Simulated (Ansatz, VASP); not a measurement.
One calculation of Au, two programs

Contents of POSCAR:

```
Au
1.0
    0.0000000000      2.0856442657      2.0856442657
    2.0856442657      0.0000000000      2.0856442657
    2.0856442657      2.0856442657      0.0000000000
Au
1
Direct
    0.0000000000      0.0000000000      0.0000000000
```

Contents of INCAR.step1:

```
PREC     = Accurate       # precision mode
ENCUT    = 600            # plane-wave cutoff, eV
ISMEAR   = 0              # smearing method
SIGMA    = 0.1            # smearing width, eV
LREAL    = F              # projectors in reciprocal space
LASPH    = T              # aspherical terms in the spheres
NELM     = 60             # most SCF steps
GGA      = PE             # functional
ALGO     = Normal         # electronic algorithm
EDIFF    = 1E-4           # SCF threshold, eV
LWAVE    = T              # write WAVECAR
LCHARG   = F              # write CHGCAR
```

The input INCAR.step2:

```
PREC     = Accurate       # precision mode
ENCUT    = 600            # plane-wave cutoff, eV
EDIFF    = 1E-6           # SCF threshold, eV
ISMEAR   = 0              # smearing method
SIGMA    = 0.1            # smearing width, eV
LREAL    = F              # projectors in reciprocal space
LASPH    = T              # aspherical terms in the spheres
NELM     = 60             # most SCF steps
ALGO     = Normal         # electronic algorithm
ISIF     = 3              # what is computed and relaxed
LWAVE    = F              # write WAVECAR
LCHARG   = F              # write CHGCAR
METAGGA  = R2SCAN         # meta-GGA
LMIXTAU  = T            
IBRION   = 2              # ionic algorithm
NSW      = 100            # ionic steps
EDIFFG   = -0.005         # ionic threshold
ISTART   = 1
```

KPOINTS

```
regular mesh
0
Gamma
  18 18 18
```

Input for Ansatz:

```yaml
crystal:
  lattice:
    - [0.0, 2.0856442657, 2.0856442657]
    - [2.0856442657, 0.0, 2.0856442657]
    - [2.0856442657, 2.0856442657, 0.0]
  atoms:
    - { symbol: Au, position: [0.0, 0.0, 0.0] }
basis:
  ecutwfc: 500
kpoints:
  mp_grid: { grid: [18, 18, 18] }
hamiltonian:
  xc: r2scan
scf:
  occupations: { method: gaussian, width: 0.1 }
output:
  forces: true
  stress: true
  eigenvalues: true
relax:
  adjacent_minimum: "off"
  f_tol: 0.005
  max_steps: 80
  cell: { stress_tol: 0.05 }
```

Alike in both runs: task relaxation of cell and atoms; functional r2SCAN; k mesh 18 × 18 × 18; occupations gaussian, width 0.1 eV; no spin polarisation.

|  | VASP | Ansatz |
| --- | --- | --- |
| version | VASP 6.6.1 | Ansatz 0.2.0 |
| potentials or method | VASP PAW PBE potentials, release 64 (Au), cutoff 600 eV | scalar-relativistic, plane waves, PAW |
| valence electrons in the cell | 11 | 19 |

VASP gave:

| Item | Value |
| --- | --- |
| gap on the k mesh at the Fermi level, each at its own relaxed structure (eV) | none |
| relaxed volume (Å³/atom) | 17.58 |
| relaxed cell length with the largest relative difference (Å) | 2.919 |

Task: What did Ansatz give for the same quantities?

Result: gap on the k mesh at the Fermi level, each at its own relaxed structure (eV): none; relaxed volume (Å³/atom): 17.54; relaxed cell length with the largest relative difference (Å): 2.916.

VASP's potentials were made for PBE, not for r2SCAN. A gap of «none» marks a metal or a gap that the smearing closes. VASP's potentials hold 11 valence electrons a cell and Ansatz's 19, so a difference there can come from the potentials and not from the codes.

Neither program's run includes spin-orbit coupling.
